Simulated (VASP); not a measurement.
A run of VASP 6.6.1:

Contents of INCAR:

```
PREC = Accurate
ENCUT = 520
EDIFF = 1E-7
ISMEAR = 0
SIGMA = 0.1
LREAL = False
LASPH = True
NELM = 100
ALGO = Normal
ISIF = 2
LWAVE = False
LCHARG = False
GGA = PE
NBANDS = 18
```

File KPOINTS:

```
regular mesh
0
Gamma
  14 14 14
```

Contents of POSCAR:

```
C
1.0
   -1.8243422742      1.8243422742      3.4843163444
    1.8243422742     -1.8243422742      3.4843163444
    1.8243422742      1.8243422742     -3.4843163444
C
5
Direct
    0.6976099493      0.6976099493      0.3952198986
    0.3023900507      0.6976099493      0.0000000000
    0.3023900507      0.3023900507      0.6047801014
    0.6976099493      0.3023900507      0.0000000000
    0.0000000000      0.0000000000      0.0000000000
```

Potentials or basis: VASP PAW PBE potentials, release 64 (C).

Run with:

```bash
$ cat potpaw_PBE.64/C/POTCAR > POTCAR
$ mpirun -np 1 vasp_std > vasp.out
```

Hardware: 1 thread of Intel(R) Xeon(R) Platinum 8259CL CPU @ 2.50GHz (Skylake/Cascade Lake), with other jobs on the host.

Problem. Estimate the wall time of this run.

Solution. Run time: 3.9 min on 1 thread of Intel(R) Xeon(R) Platinum 8259CL CPU @ 2.50GHz (Skylake/Cascade Lake), with other jobs on the host, peak memory 0.26 GiB. Counts: scf iterations 14, k points 244.
